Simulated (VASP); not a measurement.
Input of a VASP 6.6.1 run:

Contents of INCAR:

```
ALGO = Normal ; EDIFF = 1E-6
ENCUT = 520 ; GGA = CA
ISIF = 2 ; ISMEAR = -1
LASPH = T ; LCHARG = F
LREAL = F ; LWAVE = F
NBANDS = 28 ; NELM = 100
PREC = Accurate ; SIGMA = 0.05
```

Contents of KPOINTS:

```
k-points
0
Gamma
  7 7 6
```

Contents of POSCAR:

```
SnO
1.0
    3.8638811754      0.0000000000      0.0000000000
    0.0000000000      3.8638811754      0.0000000000
    0.0000000000      0.0000000000      4.9512221655
Sn O
2 2
Direct
    0.5000000000      0.0000000000      0.7646261400
    0.0000000000      0.5000000000      0.2353738600
    0.0000000000      0.0000000000      0.0000000000
    0.5000000000      0.5000000000      0.0000000000
```

Potentials or basis: VASP PAW LDA potentials, release 64 (Sn_d, O).

The run is started by

```sh
$ cat potpaw_LDA.64/Sn_d/POTCAR potpaw_LDA.64/O/POTCAR > POTCAR
$ mpirun -np 1 vasp_std > vasp.out
```

Task: Predict the largest force.

Result: 0.635 eV/Å.

Task: Estimate the pressure.

Result: -6.2 GPa.

Task: Predict the band gap on the k mesh.

Result: 0.56 eV (least direct gap 1.97 eV).

Forces in eV/Å, atoms in the order of the input:
```
Sn   0.000  0.000  0.635
Sn   0.000  0.000 -0.635
O    0.000  0.000  0.000
O    0.000  0.000  0.000
```

Caveat: the cell stands under tension; spin-orbit coupling is left out, which moves the levels of the heavy elements; an odd mesh through Γ misses points on the zone boundary, where band edges can lie.
